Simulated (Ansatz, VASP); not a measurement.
## One calculation of Na, two programs

Contents of INCAR:

```
SYSTEM = Na
  ALGO = Normal
  EDIFF = 1E-6
  ENCUT = 500
  GGA = PE
  GGA_COMPAT = .FALSE.
  ISIF = 2
  ISMEAR = -4
  LASPH = .TRUE.
  LCHARG = .FALSE.
  LREAL = .FALSE.
  LWAVE = .FALSE.
  NBANDS = 10
  NELM = 120
  PREC = Accurate
  SIGMA = 0.1
```

Contents of KPOINTS:

```
k-points
0
G
  8 8 8
  0 0 0
```

POSCAR

```
Na
1.0
   -2.1040267987      2.1040267987      2.1040267987
    2.1040267987     -2.1040267987      2.1040267987
    2.1040267987      2.1040267987     -2.1040267987
Na
1
Direct
    0.0000000000      0.0000000000      0.0000000000
```

Input for Ansatz:

```yaml
crystal:
  lattice:
    - [-2.1040267987, 2.1040267987, 2.1040267987]
    - [2.1040267987, -2.1040267987, 2.1040267987]
    - [2.1040267987, 2.1040267987, -2.1040267987]
  atoms:
    - { symbol: Na, position: [0.0, 0.0, 0.0] }
basis:
  ecutwfc: 420
kpoints:
  mp_grid: { grid: [8, 8, 8] }
hamiltonian:
  xc: pbe
scf:
  occupations: { method: tetrahedron_uncorrected }
output:
  forces: true
  stress: true
  eigenvalues: true
```

Alike in both runs: task single point; functional PBE; k mesh 8 × 8 × 8; no spin polarisation.

|  | VASP | Ansatz |
| --- | --- | --- |
| version | VASP 6.6.1 | Ansatz 0.2.0 |
| potentials or method | VASP PAW PBE potentials, release 64 (Na_pv), cutoff 500 eV | scalar-relativistic, plane waves, PAW |
| occupations | tetrahedron | tetrahedron-uncorrected |
| valence electrons in the cell | 7 | 9 |

|  | VASP | Ansatz | Ansatz less VASP |
| --- | --- | --- | --- |
| gap on the k mesh at the Fermi level (eV) | none | none | - |
| pressure (GPa) | 0.1 | 0.1 | -0.01 |

A gap of «none» marks a metal or a gap that the smearing closes. VASP's potentials hold 7 valence electrons a cell and Ansatz's 9, so a difference there can come from the potentials and not from the codes. Ansatz's warnings: band table not solved further.
